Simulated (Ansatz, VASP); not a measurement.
Two plane-wave programs on CsIO

```
I Cs O
1.0
     4.37825    0.00000    0.00000
     0.00000    4.37825    0.00000
     0.00000    0.00000   10.04673
I Cs O
2 2 2
Direct
  0.25000 0.25000 0.64900
  0.75000 0.75000 0.35100
  0.25000 0.25000 0.20600
  0.75000 0.75000 0.79400
  0.75000 0.25000 0.00000
  0.25000 0.75000 0.00000
```

Alike in both runs: task single point; functional LDA; k mesh 8 × 8 × 4; no spin polarisation.

|  | VASP | Ansatz |
| --- | --- | --- |
| version | VASP 6.6.1 | Ansatz 0.2.0 |
| potentials or method | VASP PAW LDA potentials, release 64 (I, Cs_sv, O), cutoff 520 eV | PAW plane waves |
| occupations | fermi-dirac, width 0.1 eV | fermi-dirac |
| valence electrons in the cell | 44 | 64 |

|  | VASP | Ansatz | Ansatz less VASP |
| --- | --- | --- | --- |
| pressure (GPa) | -0.3 | -0.4 | -0.10 |
| traceless stress, the component that is largest in VASP (GPa) | -2.26 | -2.23 | +0.029 |
| rms of the force components (eV/Å) | 0.558 | 0.556 | -0.0025 |

LDA's correlation is that of Perdew and Zunger in VASP and of Perdew and Wang (1992) in Ansatz. Atom by atom the forces differ by 0.006 eV/Å (rms over components). VASP's potentials hold 44 valence electrons a cell and Ansatz's 64, so a difference there can come from the potentials and not from the codes.

Spin-orbit coupling is off throughout.
